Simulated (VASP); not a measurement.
## CaBr: single point with PBE+D3(BJ)

The system is CaBr.

```
Ca Br
1.0
     3.91702    0.00000    0.00000
    -1.95851    3.39224    0.00000
     0.00000    0.00000    4.34103
Ca Br
1 1
Direct
  0.00000 0.00000 0.00000
  0.33333 0.66667 0.50000
```

- Program: VASP 6.6.1
- Task: single point
- Functional: PBE
- Dispersion: D3(BJ)
- Potentials or basis: VASP PAW PBE potentials, release 64 (Ca_sv, Br)
- Cutoff: 500 eV
- k mesh: 2 × 3 × 5
- Occupations: gaussian, width 0.1 eV
- Spin: no spin polarisation

| Property | Result |
| --- | --- |
| Pressure | -1.0 GPa |
| Largest force | 0.119 eV/Å |
| Band gap on the k mesh | zero (an odd number of electrons rules out a gap without spin polarisation) |
| Dispersion energy per atom | -0.289 eV |

Forces in eV/Å, atoms in the order of the input:
```
Ca  -0.035  0.114  0.000
Br   0.035 -0.114  0.000
```

Stress tensor (GPa, compression positive):
```
-0.16  0.21  0.00
 0.21 -0.98  0.00
 0.00  0.00 -1.97
```

Levels at points of the mesh, in eV from the Fermi level:
| k point | band 5 | band 6 | band 7 | band 8 | band 9 | band 10 | band 11 | band 12 | band 13 | band 14 |
| --- | --- | --- | --- | --- | --- | --- | --- | --- | --- | --- |
| (0.00, 0.00, 0.00) | -17.51 | -5.47 | -4.48 | -4.48 | -1.76 | 0.61 | 2.36 | 2.38 | 2.84 | 2.90 |
| (0.50, 0.00, 0.00) | -17.14 | -6.80 | -5.41 | -4.86 | -0.04 | 1.26 | 2.35 | 2.48 | 2.97 | 3.66 |

Wall time 5.9 s on 1 thread of AMD EPYC 9R45 96-Core Processor (Zen 5) (shared host), peak memory 0.15 GiB.

Caveat: the k points lie up to 0.82 Å⁻¹ apart, too coarse for converged energies and pressures of a metal; an odd number of electrons without spin polarisation forces a metal; a magnetic or distorted state may lie lower.
